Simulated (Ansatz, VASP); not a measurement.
# Mo: VASP beside Ansatz

Contents of INCAR:

```
PREC     = Accurate       # precision mode
ENCUT    = 520            # plane-wave cutoff, eV
EDIFF    = 1E-6           # SCF threshold, eV
ISMEAR   = -1             # smearing method
SIGMA    = 0.1            # smearing width, eV
LREAL    = False          # projectors in reciprocal space
LASPH    = True           # aspherical terms in the spheres
NELM     = 100            # most SCF steps
ALGO     = Normal         # electronic algorithm
ISIF     = 2              # what is computed and relaxed
LWAVE    = False          # write WAVECAR
LCHARG   = False          # write CHGCAR
GGA      = RP             # functional
NBANDS   = 28             # bands
```

File KPOINTS:

```
regular mesh
0
Gamma
  9 9 14
```

Contents of POSCAR:

```
Mo
1.0
    4.6273037483      0.0000000000      0.0000000000
   -2.3136518742      4.0073625971      0.0000000000
    0.0000000000      0.0000000000      2.5404228593
Mo
3
Direct
    0.0000000000      1.0000000000      0.0000000000
    0.3333333333      0.6666666667      0.5000000000
    0.6666666667      0.3333333333      0.5000000000
```

Input for Ansatz:

```yaml
crystal:
  lattice:
    - [4.6273037483, 0.0, 0.0]
    - [-2.3136518742, 4.0073625971, 0.0]
    - [0.0, 0.0, 2.5404228593]
  atoms:
    - { symbol: Mo, position: [0.0, 1.0, 0.0] }
    - { symbol: Mo, position: [0.3333333333, 0.6666666667, 0.5] }
    - { symbol: Mo, position: [0.6666666667, 0.3333333333, 0.5] }
hamiltonian:
  xc: rpbe
  pseudopotentials:
    kind: paw
    azcp:
      Mo: "pseudopotentials/Mo.paw.azcp"
basis:
  ecutwfc: 420
  fft_grid_basis: typed
kpoints:
  mp_grid: { grid: [9, 9, 14], shift: [0, 0, 0] }
magnetization:
  spin_polarized: false
scf:
  occupations: { method: fermi_dirac, width: 0.1 }
  lower_state_search: "off"
output:
  stress: true
```

Alike in both runs: task single point; functional RPBE; k mesh 9 × 9 × 14; occupations fermi-dirac, width 0.1 eV; no spin polarisation.

|  | VASP | Ansatz |
| --- | --- | --- |
| version | VASP 6.6.1 | Ansatz 0.2.0 |
| potentials or method | VASP PAW PBE potentials, release 64 (Mo_sv), cutoff 520 eV | plane waves (420 eV) with PAW, scalar-relativistic |
| valence electrons in the cell | 42 | 42 |

|  | VASP | Ansatz | Ansatz less VASP |
| --- | --- | --- | --- |
| pressure (GPa) | 10.7 | 10.1 | -0.55 |
| traceless stress, the component that is largest in VASP (GPa) | 0.07 | -0.07 | -0.135 |

VASP's potentials were made for PBE, not for RPBE.
